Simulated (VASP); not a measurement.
# SnO2 (R3m) in VASP: further runs

SnO2 is run at these levels: PBEsol; tasks: single point.

Everything below comes from runs of VASP 6.6.1. Logs are shortened: lines on timing, memory, paths and dates and some standing lists are left out, and cuts for length are marked.

## Step 1: The cell of the first run

The typed cell holds 12 atoms: a = 5.757 Å, b = 5.757 Å, c = 5.757 Å, α = 73.15°, β = 73.15°, γ = 73.15°.

## Step 2: Single point, PBEsol (volume 14.189 Å^3 an atom, c/a of the conventional cell 1.8269)

File INCAR:

```
SYSTEM = SnO2
  PREC = Accurate
  ENCUT = 520
  EDIFF = 1E-7
  ISMEAR = 0
  SIGMA = 0.05
  LREAL = .FALSE.
  LASPH = .TRUE.
  NELM = 60
  ALGO = Normal
  ISIF = 2
  LWAVE = .FALSE.
  LCHARG = .FALSE.
  GGA = PS
  NBANDS = 64
```

File KPOINTS:

```
Automatic mesh
0
G
  6 6 6
  0 0 0
```

File POSCAR:

```
SnO2
1.0
    3.4300961838      1.9803669551      4.1776284788
   -3.4300961838      1.9803669551      4.1776284788
    0.0000000000     -3.9607339101      4.1776284789
Sn O
4 8
Direct
    0.8646807174      0.8646807174      0.8646807174
    0.3648245829      0.3648245829      0.8648190111
    0.3648245829      0.8648190111      0.3648245829
    0.8648190111      0.3648245829      0.3648245829
    0.1235003534      0.6233501671      0.6233501671
    0.6233501671      0.1235003534      0.6233501671
    0.6233501671      0.6233501671      0.1235003534
    0.6062113146      0.6062113146      0.6062113146
    0.1234715296      0.1234715296      0.1234715296
    0.1060883083      0.1060883083      0.6062369573
    0.1060883083      0.6062369573      0.1060883083
    0.6062369573      0.1060883083      0.1060883083
```

Potentials or basis: VASP PAW PBE potentials, release 64 (Sn_d, O).

Launch:

```
cat potpaw_PBE.64/Sn_d/POTCAR potpaw_PBE.64/O/POTCAR > POTCAR
mpirun -np 1 vasp_std > vasp.out
```

OUTCAR:

```text
SYSTEM = SnO2
   PREC = Accurate
   ENCUT = 520
   EDIFF = 1E-7
   ISMEAR = 0
   LREAL = .FALSE.
   LASPH = .TRUE.
   NELM = 60
   ISIF = 2
   GGA = PS

 ion  position               nearest neighbor table
   1  0.865  0.865  0.865-  10 2.19  11 2.19  12 2.19   7 2.19   5 2.19   6 2.19   2 3.43   2 3.43
                             3 3.43   4 3.43   3 3.43   4 3.43
   2  0.365  0.365  0.865-   9 2.19  11 2.19  12 2.19   6 2.19   5 2.19   8 2.19   3 3.43   4 3.43
                             1 3.43   1 3.43   4 3.43   3 3.43
   3  0.365  0.865  0.365-   9 2.19  12 2.19  10 2.19   5 2.19   7 2.19   8 2.19   4 3.43   2 3.43
                             1 3.43   1 3.43   4 3.43   2 3.43
   4  0.865  0.365  0.365-   9 2.19  11 2.19  10 2.19   6 2.19   7 2.19   8 2.19   3 3.43   2 3.43
                             1 3.43   1 3.43   3 3.43   2 3.43
   5  0.124  0.623  0.623-   3 2.19   2 2.19   1 2.19
   6  0.623  0.124  0.623-   4 2.19   2 2.19   1 2.19
   7  0.623  0.623  0.124-   3 2.19   4 2.19   1 2.19
   8  0.606  0.606  0.606-   2 2.19   3 2.19   4 2.19
   9  0.123  0.123  0.123-   2 2.19   3 2.19   4 2.19
  10  0.106  0.106  0.606-   1 2.19   3 2.19   4 2.19
  11  0.106  0.606  0.106-   1 2.19   4 2.19   2 2.19
  12  0.606  0.106  0.106-   1 2.19   3 2.19   2 2.19

  LATTYP: Found a trigonal (rhomboedric) cell.
 ALAT       =     5.7567345617
 COS(alpha) =     0.2899479553

  Lattice vectors:

 A1 = (   3.4300961838,   1.9803669551,   4.1776284788)
 A2 = (  -3.4300961838,   1.9803669551,   4.1776284788)
 A3 = (   0.0000000000,  -3.9607339101,   4.1776284789)

Analysis of symmetry for initial positions (statically):
=====================================================================
 Subroutine PRICEL returns:
 Original cell was already a primitive cell.

 Routine SETGRP: Setting up the symmetry group for a
 trigonal (rhombohedral) supercell.

 Subroutine GETGRP returns: Found  6 space group operations
 (whereof  6 operations were pure point group operations)
 out of a pool of 12 trial point group operations.

The static configuration has the point symmetry C_3v.

Analysis of symmetry for dynamics (positions and initial velocities):
=====================================================================
 Subroutine PRICEL returns:
 Original cell was already a primitive cell.

 Routine SETGRP: Setting up the symmetry group for a
 trigonal (rhombohedral) supercell.

 Subroutine GETGRP returns: Found  6 space group operations
 (whereof  6 operations were pure point group operations)
 out of a pool of 12 trial point group operations.

The dynamic configuration has the point symmetry C_3v.

 Subroutine INISYM returns: Found  6 space group operations
 (whereof  6 operations are pure point group operations),
 and found     1 'primitive' translations

----------------------------------------------------------------------------------------

                                     Primitive cell

  volume of cell :     170.2680

  direct lattice vectors                    reciprocal lattice vectors
     3.430096184  1.980366955  4.177628479     0.145768507  0.084159487  0.079790085
    -3.430096184  1.980366955  4.177628479    -0.145768507  0.084159487  0.079790085
     0.000000000 -3.960733910  4.177628479     0.000000000 -0.168318974  0.079790085

  length of vectors
     5.756734562  5.756734562  5.756734562     0.186273279  0.186273279  0.186273279

  position of ions in fractional coordinates (direct lattice)
     0.864680717  0.864680717  0.864680717
     0.364824583  0.364824583  0.864819011
     0.364824583  0.864819011  0.364824583
     0.864819011  0.364824583  0.364824583
     0.123500353  0.623350167  0.623350167
     0.623350167  0.123500353  0.623350167
     0.623350167  0.623350167  0.123500353
     0.606211315  0.606211315  0.606211315
     0.123471530  0.123471530  0.123471530
     0.106088308  0.106088308  0.606236957
     0.106088308  0.606236957  0.106088308
     0.606236957  0.106088308  0.106088308

  ion indices of the primitive-cell ions
   primitive index   ion index
                 1           1
                 2           2
                 3           3
                 4           4
                 5           5
                 6           6
                 7           7
                 8           8
                 9           9
                10          10
                11          11
                12          12

----------------------------------------------------------------------------------------

 KPOINTS: Automatic mesh

Automatic generation of k-mesh.
 Grid dimensions read from file:
 generate k-points for:    6    6    6

 Generating k-lattice:

  Cartesian coordinates                     Fractional coordinates (reciprocal lattice)
     0.024294751  0.014026581  0.013298348     0.166666667  0.000000000 -0.000000000
    -0.024294751  0.014026581  0.013298348     0.000000000  0.166666667 -0.000000000
     0.000000000 -0.028053162  0.013298348     0.000000000  0.000000000  0.166666667

  Length of vectors
     0.031045547  0.031045547  0.031045547

  Shift w.r.t. Gamma in fractional coordinates (k-lattice)
     0.000000000  0.000000000  0.000000000

 Subroutine IBZKPT returns following result:
 ===========================================

 Found     32 irreducible k-points:

 Following reciprocal coordinates:
            Coordinates               Weight
  0.000000  0.000000  0.000000      1.000000
  0.166667 -0.000000  0.000000      6.000000
  0.333333 -0.000000  0.000000      6.000000
  0.500000  0.000000 -0.000000      3.000000
  0.166667  0.166667  0.000000      6.000000
  0.333333  0.166667  0.000000     12.000000
[... 16 lines left out ...]
  0.500000  0.500000  0.166667      6.000000
 -0.333333  0.500000  0.166667     12.000000
 [... further k-points ...]
   k-points           NKPTS =     32   k-points in BZ     NKDIM =     32   number of bands    NBANDS=     64
   number of dos      NEDOS =    301   number of ions     NIONS =     12
   total plane-waves  NPLWV = 110592
   dimension x,y,z NGX =    48 NGY =   48 NGZ =   48
   dimension x,y,z NGXF=    96 NGYF=   96 NGZF=   96
   ions per type =               4   8
   NGX,Y,Z   is equivalent  to a cutoff of  13.86, 13.86, 13.86 a.u.
   NGXF,Y,Z  is equivalent  to a cutoff of  27.72, 27.72, 27.72 a.u.
 SYSTEM =  SnO2
   PREC   = accura    normal or accurate (medium, high low for compatibility)
   ISTART =      0    job   : 0-new  1-cont  2-samecut
   ICHARG =      2    charge: 1-file 2-atom 10-const
   ISPIN  =      1    spin polarized calculation?
   LNONCOLLINEAR =      F non collinear calculations
   LSORBIT =      F    spin-orbit coupling
   LASPH  =      T    aspherical Exc in radial PAW
   ENCUT  =  520.0 eV  38.22 Ry    6.18 a.u.  10.70 10.70 10.70*2*pi/ulx,y,z
   NELM   =     60;   NELMIN=  2; NELMDL= -5     # of ELM steps
   EDIFF  = 0.1E-06   stopping-criterion for ELM
   LREAL  =      F    real-space projection
   EDIFFG = 0.1E-05   stopping-criterion for IOM
   NSW    =      0    number of steps for IOM
   IBRION =     -1    ionic relax: 0-MD 1-quasi-New 2-CG
   NFREE  =      0    steps in history (QN), initial steepest desc. (CG)
   ISIF   =      2    stress and relaxation
   ISYM   =      2    0-nonsym 1-usesym 2-fastsym
   POTIM  = 0.5000    time-step for ionic-motion
   TEBEG  =    0.0;   TEEND  =   0.0 temperature during run
   PSTRESS=    0.0 pullay stress
   NELECT =     104.0000    total number of electrons
   NUPDOWN=      -1.0000    fix difference up-down
   EMIN   =  10.00;   EMAX   =-10.00  energy-range for DOS
   EFERMI =   0.00;   METHOD = LEGACY
   ISMEAR =     0;   SIGMA  =   0.05  broadening in eV -4-tet -1-fermi 0-gaus
   EFERMI_NEDOS =   21; number of points for ismear=-14 and -15
   IALGO  =     38    algorithm
   IMIX   =      4    mixing-type and parameters
     AMIX     =   0.40;   BMIX     =  1.00
     AMIX_MAG =   1.60;   BMIX_MAG =  1.00
  volume/ion in A,a.u.               =      14.19        95.75
  Fermi-wavevector in a.u.,A,eV,Ry     =   1.389019  2.624866 26.250734  1.929374
  Thomas-Fermi vector in A             =   2.513090
   LORBIT       =      0    0 simple, 1 ext, 2 COOP (PROOUT), +10 PAW based schemes
   GGA     = PS    functional components
   LHFCALC =     F    Hartree Fock is set to
   AEXX    =    0.0000 exact exchange contribution
   IVDW    =     0    specifies the selected vdW correction
   LEPSILON=     F    determine dielectric tensor
   LRPA    =     F    only Hartree local field effects (RPA)
 non-spin polarized calculation
 Gauss-broadening in eV      SIGMA  =   0.05
  energy-cutoff  :      520.00
  volume of cell :      170.27
 maximum number of plane-waves:      4612
 NGX is ok and might be reduce to    48
   NGX = 21   NGY = 21   NGZ = 21

 number of electron     104.0000010 magnetization

 Free energy of the ion-electron system (eV)
  ---------------------------------------------------
  ext. energy  EPLUGINS =         0.00000000
  ---------------------------------------------------
  free energy    TOTEN  =       -75.98678554 eV

  energy without entropy =      -75.98678554  energy(sigma->0) =      -75.98678554

 E-fermi :   4.1826     XC(G=0): -10.5753

 val. band max:        3.9973636095   @ k =   0.0000   0.0000   0.0000
 cond. band min:       4.3676805554   @ k =   0.0000   0.0000   0.0000
 fundamental gap:      0.3703169458
 Fermi energy:         4.1825950794

 k-point     1 :       0.0000    0.0000    0.0000
  band No.  band energies     occupation
      1     -16.6344      2.00000
      2     -16.6344      2.00000
      3     -16.6344      2.00000
      4     -16.3333      2.00000
      5     -16.1383      2.00000
      6     -16.1383      2.00000
[... 56 lines left out ...]
     63      13.7285      0.00000
     64      13.7309      0.00000

 k-point     2 :       0.1667   -0.0000    0.0000
  band No.  band energies     occupation
      1     -16.6087      2.00000
      2     -16.6087      2.00000
      3     -16.6051      2.00000
      4     -16.3182      2.00000
      5     -16.1688      2.00000
      6     -16.1437      2.00000
[... 56 lines left out ...]
     63      13.4690      0.00000
     64      13.5353      0.00000

 k-point     3 :       0.3333   -0.0000    0.0000
  band No.  band energies     occupation
      1     -16.5423      2.00000
      2     -16.5423      2.00000
      3     -16.5232      2.00000
      4     -16.3058      2.00000
      5     -16.2322      2.00000
      6     -16.2116      2.00000
[... 1396 lines left out ...]
     63      12.2039      0.00000
     64      12.9288      0.00000

 k-point    24 :      -0.3333    0.5000    0.1667
  band No.  band energies     occupation
      1     -16.4833      2.00000
      2     -16.4822      2.00000
      3     -16.4575      2.00000
      4     -16.3447      2.00000
      5     -16.2978      2.00000
      6     -16.2528      2.00000
[... 56 lines left out ...]
     63      12.6193      0.00000
     64      12.7475      0.00000

 [... further k-points ...]
[... 5 lines left out ...]
  --------------------------------------------------------------------------------------
  -------------------------------------------------------------------------------------
  Total      -22.1419356    -22.1419356     -6.4332434      0.0000000      0.0000000      0.0000000
  in kB     -208.3498202   -208.3498202    -60.5351372      0.0000000      0.0000000      0.0000000
  external PRESSURE =    -159.0782592 kB  Pullay stress =       0.0000000 kB

 VOLUME and BASIS-vectors are now :
 -----------------------------------------------------------------------------
  energy-cutoff  :      520.00
  volume of cell :      170.27
      direct lattice vectors                 reciprocal lattice vectors
     3.430096184  1.980366955  4.177628479     0.145768507  0.084159487  0.079790085
    -3.430096184  1.980366955  4.177628479    -0.145768507  0.084159487  0.079790085
     0.000000000 -3.960733910  4.177628479     0.000000000 -0.168318974  0.079790085

 POSITION                                       TOTAL-FORCE (eV/Angst)
 -----------------------------------------------------------------------------------
      0.00000      0.00000     10.83694         0.000000      0.000000      0.003037
      0.00000     -1.98034      6.66110         0.000000     -0.001477     -0.001110
     -1.71503      0.99017      6.66110        -0.001280      0.000739     -0.001110
      1.71503      0.99017      6.66110         0.001280      0.000739     -0.001110
     -1.71453     -0.98989      5.72419        -0.000963     -0.000556      0.405643
      1.71453     -0.98989      5.72419         0.000963     -0.000556      0.405643
      0.00000      1.97977      5.72419         0.000000      0.001113      0.405643
      0.00000      0.00000      7.59758         0.000000     -0.000000     -0.405165
      0.00000      0.00000      1.54745         0.000000      0.000000      0.406650
      0.00000     -1.98096      3.41903         0.000000      0.001097     -0.406040
     -1.71556      0.99048      3.41903         0.000950     -0.000549     -0.406040
      1.71556      0.99048      3.41903        -0.000950     -0.000549     -0.406040
 -----------------------------------------------------------------------------------
    total drift:                               -0.000000     -0.000000     -0.000300

  FREE ENERGIE OF THE ION-ELECTRON SYSTEM (eV)
  ---------------------------------------------------
  free  energy   TOTEN  =       -75.9867855383 eV

  energy  without entropy=      -75.9867855381  energy(sigma->0) =      -75.98678554
```

Wall time 11 min (1 thread of Oxide Virtual Turin-like, shared host); peak memory 0.43 GiB.

Results:

| Quantity | Value |
| --- | --- |
| Free energy | -75.9868 eV |
| Pressure | -15.9 GPa |
| Largest force | 0.407 eV/Å |
| Band gap on the k mesh | 0.37 eV |

Forces in eV/Å, atoms in the order of the input:
```
Sn   0.000  0.000  0.003
Sn   0.000 -0.001 -0.001
Sn  -0.001  0.001 -0.001
Sn   0.001  0.001 -0.001
O   -0.001 -0.001  0.406
O    0.001 -0.001  0.406
O    0.000  0.001  0.406
O    0.000  0.000 -0.405
O    0.000  0.000  0.407
O    0.000  0.001 -0.406
O    0.001 -0.001 -0.406
O   -0.001 -0.001 -0.406
```

Stress tensor (GPa, compression positive):
```
-20.83   0.00   0.00
  0.00 -20.83   0.00
  0.00   0.00  -6.05
```

Levels at points of the mesh, in eV from the valence-band top:
| k point | band 50 | band 51 | band 52 | band 53 | band 54 | band 55 |
| --- | --- | --- | --- | --- | --- | --- |
| (0.00, 0.00, 0.00) | -0.11 | -0.11 | 0.00 | 0.37 | 3.70 | 3.70 |
| (0.50, 0.00, 0.00) | -0.29 | -0.10 | -0.10 | 2.85 | 2.86 | 4.29 |
| (0.50, 0.50, 0.00) | -0.47 | -0.18 | -0.18 | 3.33 | 3.34 | 4.25 |
| (0.50, 0.50, 0.50) | -1.03 | -1.03 | -1.03 | 2.54 | 4.17 | 4.17 |

Caveat: the PAW data sets were made with another functional, which shifts forces and pressure a little; spin-orbit coupling is left out, which moves the levels of the heavy elements.

## Step 3: Single point, PBEsol (volume 14.189 Å^3 an atom, c/a of the conventional cell 2.0625)

File INCAR:

```
PREC = Accurate ; ENCUT = 520
EDIFF = 1E-6 ; ISMEAR = 0
SIGMA = 0.05 ; LREAL = F
LASPH = T ; NELM = 60
ALGO = Normal ; ISIF = 2
LWAVE = F ; LCHARG = F
GGA = PS ; NBANDS = 64
```

File KPOINTS:

```
regular mesh
0
Gamma
  6 6 6
```

POSCAR: that of step 2 with these lines changed.

```diff
@@ -2,5 +2,5 @@
 1.0
-    3.4300961838      1.9803669551      4.1776284788
-   -3.4300961838      1.9803669551      4.1776284788
-    0.0000000000     -3.9607339101      4.1776284789
+    3.2941697637      1.9018897999      4.5295020289
+   -3.2941697637      1.9018897999      4.5295020289
+    0.0000000000     -3.8037795996      4.5295020289
 Sn O
```

Potentials or basis: VASP PAW PBE potentials, release 64 (Sn_d, O).

Launch:

```
cat potpaw_PBE.64/Sn_d/POTCAR potpaw_PBE.64/O/POTCAR > POTCAR
mpirun -np 1 vasp_std > vasp.out
```

Wall time 11 min (1 thread of Oxide Virtual Turin-like, shared host); peak memory 0.43 GiB.

Results (log left out):

- Free energy: -76.9097 eV
- Pressure: -10.2 GPa
- Largest force: 0.681 eV/Å
- Band gap on the k mesh: 1.27 eV

Forces in eV/Å, atoms in the order of the input:
```
Sn   0.000  0.000  0.003
Sn   0.000 -0.001 -0.001
Sn  -0.001  0.000 -0.001
Sn   0.001  0.000 -0.001
O   -0.001 -0.001  0.680
O    0.001 -0.001  0.680
O    0.000  0.001  0.680
O    0.000  0.000 -0.681
O    0.000  0.000  0.679
O    0.000  0.001 -0.680
O    0.001 -0.001 -0.680
O   -0.001 -0.001 -0.680
```

Stress tensor (GPa, compression positive):
```
-12.09   0.00   0.00
  0.00 -12.09   0.00
  0.00   0.00  -6.34
```

Levels at points of the mesh, in eV from the valence-band top:
| k point | band 49 | band 50 | band 51 | band 52 | band 53 | band 54 | band 55 | band 56 |
| --- | --- | --- | --- | --- | --- | --- | --- | --- |
| (0.00, 0.00, 0.00) | -0.05 | -0.05 | -0.05 | -0.01 | 1.27 | 4.36 | 4.36 | 4.36 |
| (0.50, 0.00, 0.00) | -0.39 | -0.39 | -0.06 | -0.06 | 3.64 | 3.64 | 5.01 | 5.01 |
| (0.50, 0.50, 0.00) | -0.50 | -0.50 | -0.13 | -0.13 | 3.97 | 3.97 | 5.02 | 5.02 |
| (0.50, 0.50, 0.50) | -0.83 | -0.82 | -0.82 | -0.82 | 2.92 | 4.74 | 4.74 | 4.74 |

Caveat: the PAW data sets were made with another functional, which shifts forces and pressure a little; spin-orbit coupling is left out, which moves the levels of the heavy elements.

## Step 4: Single point, PBEsol (volume 12.612 Å^3 an atom, c/a of the conventional cell 2.0625)

File INCAR:

```
SYSTEM = SnO2
PREC = Accurate
ENCUT = 520
EDIFF = 1E-6
ISMEAR = 0
SIGMA = 0.05
LREAL = .False.
LASPH = .True.
NELM = 100
ALGO = Normal
ISIF = 2
LWAVE = .False.
LCHARG = .False.
GGA = PS
NBANDS = 64
```

File KPOINTS:

```
Automatic mesh
0
Gamma
  6 6 6
  0 0 0
```

POSCAR: that of step 3 with these lines changed.

```diff
@@ -2,5 +2,5 @@
 1.0
-    3.2941697637      1.9018897999      4.5295020289
-   -3.2941697637      1.9018897999      4.5295020289
-    0.0000000000     -3.8037795996      4.5295020289
+    3.1673060795      1.8286450177      4.3550637466
+   -3.1673060795      1.8286450177      4.3550637466
+    0.0000000000     -3.6572900352      4.3550637467
 Sn O
```

Launch:

```
cat potpaw_PBE.64/Sn_d/POTCAR potpaw_PBE.64/O/POTCAR > POTCAR
mpirun -np 1 vasp_std > vasp.out
```

It took 8.3 min on 1 thread of Oxide Virtual Turin-like, shared host; peak memory 0.34 GiB.

The run converged. Its results:

* Free energy: -77.1129 eV
* Pressure: 8.4 GPa
* Largest force: 0.543 eV/Å
* Band gap on the k mesh: 2.08 eV

Forces in eV/Å, atoms in the order of the input:
```
Sn   0.000  0.000  0.001
Sn   0.000  0.000  0.000
Sn   0.000  0.000  0.000
Sn   0.000  0.000  0.000
O    0.000  0.000 -0.541
O    0.000  0.000 -0.541
O    0.000  0.000 -0.541
O    0.000  0.000  0.539
O    0.000  0.000 -0.543
O    0.000  0.000  0.542
O    0.000  0.000  0.542
O    0.000  0.000  0.542
```

Stress tensor (GPa, compression positive):
```
10.16  0.00  0.00
 0.00 10.16  0.00
 0.00  0.00  4.92
```

Levels at points of the mesh, in eV from the valence-band top:
| k point | band 48 | band 49 | band 50 | band 51 | band 52 | band 53 | band 54 | band 55 | band 56 | band 57 |
| --- | --- | --- | --- | --- | --- | --- | --- | --- | --- | --- |
| (0.00, 0.00, 0.00) | -0.48 | -0.07 | 0.00 | 0.00 | 0.00 | 2.08 | 5.39 | 5.39 | 5.39 | 5.72 |
| (0.50, 0.00, 0.00) | -0.46 | -0.37 | -0.37 | -0.06 | -0.06 | 4.69 | 4.69 | 6.28 | 6.28 | 6.95 |
| (0.50, 0.50, 0.00) | -0.76 | -0.56 | -0.56 | -0.09 | -0.09 | 5.08 | 5.08 | 6.26 | 6.26 | 7.68 |
| (0.50, 0.50, 0.50) | -0.95 | -0.95 | -0.79 | -0.79 | -0.79 | 3.86 | 5.92 | 5.92 | 5.92 | 5.99 |

Caveat: the PAW data sets were made with another functional, which shifts forces and pressure a little; spin-orbit coupling is left out, which moves the levels of the heavy elements.

[end of part 1 of 2]
